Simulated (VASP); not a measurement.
Runs of VASP 6.6.1 on K2Sm. The structure is that of space group Fd-3m (No. 227), or close to it. The cells are those of the table. The cell was generated, and may not be a known phase.

```csv
task,cell,k mesh,gap on the mesh (eV),pressure (GPa),relaxed volume (Å³/atom)
single point,"a = 7.453 Å, angles 60.0°, 6 atoms",6 × 6 × 6,none,0.0,-
relaxation of cell and atoms,"relaxed from a = 6.467 Å, angles 60.0°, 6 atoms",4 × 4 × 4,none,0.1,48.55
single point,"a = 7.453 Å, angles 60.0°, 6 atoms",4 × 4 × 4,none,0.0,-
single point,"a = 6.467 Å, angles 60.0°, 6 atoms",4 × 4 × 4,none,9.1,-
relaxation of cell and atoms,"relaxed from a = 7.453 Å, angles 60.0°, 6 atoms",6 × 6 × 6,none,0.0,(a)
```

Alike in all rows: level PBE; potentials or basis VASP PAW PBE potentials, release 64 (K_sv, Sm_3), 4f in core; no spin polarisation; smearing gaussian 0.1 eV.

Q: Estimate the missing entries.

A: (a) 48.90.

Caveats: spin-orbit coupling is left out, which moves the levels of the heavy elements; the 4f electrons are frozen in the core, so they carry no moment and show no levels; the volume moved by over 15 % at a fixed basis, so the end points are rough (at least some runs); the cell stands under pressure (at least some runs).

A k mesh can miss the band edges, and the runs leave out spin-orbit coupling on Sm.

A gap of «none» marks levels without a gap at the run's occupations.
